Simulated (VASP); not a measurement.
Al, 1 atom in the cell. The structure is tetragonal, space group I4/mmm (No. 139). Conventional cell: a = 2.934 Å, b = 2.934 Å, c = 3.846 Å, α = 90.00°, β = 90.00°, γ = 90.00°. Al (site symmetry 4/mmm) has 12 Al at 2.83 to 2.93 Å within 3.7 Å.  This cell differs from its parent crystal: strain +0.025 along x and y, -0.050 along z.

| Quantity | Value |
| --- | --- |
| Program | VASP 6.6.1 |
| Task | single point |
| Functional | PBEsol |
| Potentials or basis | VASP PAW PBE potentials, release 64 (Al) |
| Cutoff | 520 eV |
| k mesh | 20 × 20 × 20 |
| Occupations | gaussian, width 0.15 eV |
| Spin | no spin polarisation |
| Dipole correction | no |
| Further INCAR settings | ALGO = Fast; EDIFF = 1e-06; NBANDS = 8 |

Potentials or basis: VASP PAW PBE potentials, release 64 (Al).

Launch:

```console
$ cat potpaw_PBE.64/Al/POTCAR > POTCAR
$ mpirun -np 1 vasp_std > vasp.out
```

Hardware: 1 thread of Intel Xeon 6975P-C, with other jobs on the host.

Problem. Estimate the wall time of this run.

Solution. It took 37 s on 1 thread of Intel Xeon 6975P-C (shared host), peak memory 0.19 GiB. Counts: scf iterations 11, k points 641.
